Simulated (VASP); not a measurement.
Wanted: the native input for a VASP 6.6.1 run.

```yaml
Task: single point
Functional: PBE
Dispersion: D3(BJ)
Potentials_or_basis: VASP PAW PBE potentials, release 64 (S, Pt)
Cutoff: 520 eV
k_mesh: 9 × 9 × 1
Occupations: gaussian, width 0.05 eV
Spin: no spin polarisation
Dipole_correction: yes
Further_INCAR_settings: ALGO = Normal; EDIFF = 1e-06; NBANDS = 31
```

The structure of PtS2 lies in POSCAR:

```
PtS2
1.0
    3.5415278079      0.0000000000      0.0000000000
   -1.7707639039      3.0670530498      0.0000000000
    0.0000000000      0.0000000000     22.4670615492
S Pt
4 2
Direct
    0.6666666667      0.3333333333      0.2002932155
    0.3333333333      0.6666666667      0.3108341854
    0.8333333333      1.0000000000      0.4639472212
    0.5000000000      1.3333333333      0.5744881911
    0.0000000000      0.0000000000      0.2555637004
    0.1666666667      0.6666666667      0.5192177062
```

This cell differs from its parent crystal: layers slid over each other.

The input as run:

INCAR

```
PREC = Accurate
ENCUT = 520
EDIFF = 1E-6
ISMEAR = 0
SIGMA = 0.05
LREAL = False
LASPH = True
NELM = 60
ALGO = Normal
ISIF = 2
LWAVE = False
LCHARG = False
LDIPOL = True
IDIPOL = 3
DIPOL = 0.5 0.5 0.387
GGA = PE
IVDW = 12
NBANDS = 31
```

KPOINTS

```
regular mesh
0
Gamma
  9 9 1
```

Potentials or basis: VASP PAW PBE potentials, release 64 (S, Pt).

Launch:

```bash
$ cat potpaw_PBE.64/S/POTCAR potpaw_PBE.64/Pt/POTCAR > POTCAR
$ mpirun -np 1 vasp_std > vasp.out
```

It gave:

```
Largest force              : 0.067 eV/Å
Band gap on the k mesh     : 1.46 eV (least direct gap 1.57 eV)
Dispersion energy per atom : -0.315 eV
```

Caveat: the cell differs from its parent crystal (layers slid over each other); spin-orbit coupling is left out, which moves the levels of the heavy elements.

It took 8.1 min on 1 thread of Intel(R) Xeon(R) Platinum 8259CL CPU @ 2.50GHz (Skylake/Cascade Lake) (shared host), peak memory 0.51 GiB.
